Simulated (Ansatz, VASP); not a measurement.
Two plane-wave programs on Nb

```xyz
1
Lattice="0.0000 2.3126 2.3139 1.6355 0.0000 2.3139 1.6355 2.3126 0.0000" Properties=species:S:1:pos:R:3 pbc="T T T"
Nb    0.0000    0.0000    0.0000
```

Alike in both runs: functional PBEsol; k mesh 24 × 24 × 24; occupations gaussian, width 0.1 eV; no spin polarisation.

Ansatz relaxed the structure, and its values are those at the end. VASP's run is a single point on that final structure, the one shown.

|  | VASP | Ansatz |
| --- | --- | --- |
| version | VASP 6.6.1 | Ansatz 0.2.0 |
| potentials or method | VASP PAW PBE potentials, release 64 (Nb_sv), cutoff 520 eV | scalar-relativistic, plane waves, PAW |
| valence electrons in the cell | 13 | 13 |

|  | VASP | Ansatz | Ansatz less VASP |
| --- | --- | --- | --- |
| gap on the k mesh at the Fermi level (eV) | none | none | - |
| pressure (GPa) | -0.3 | 0.0 | +0.30 |

VASP's potentials were made for PBE, not for PBEsol. A gap of «none» marks a metal or a gap that the smearing closes. The functional is the same, so the differences come from potentials, cutoffs and numerics.
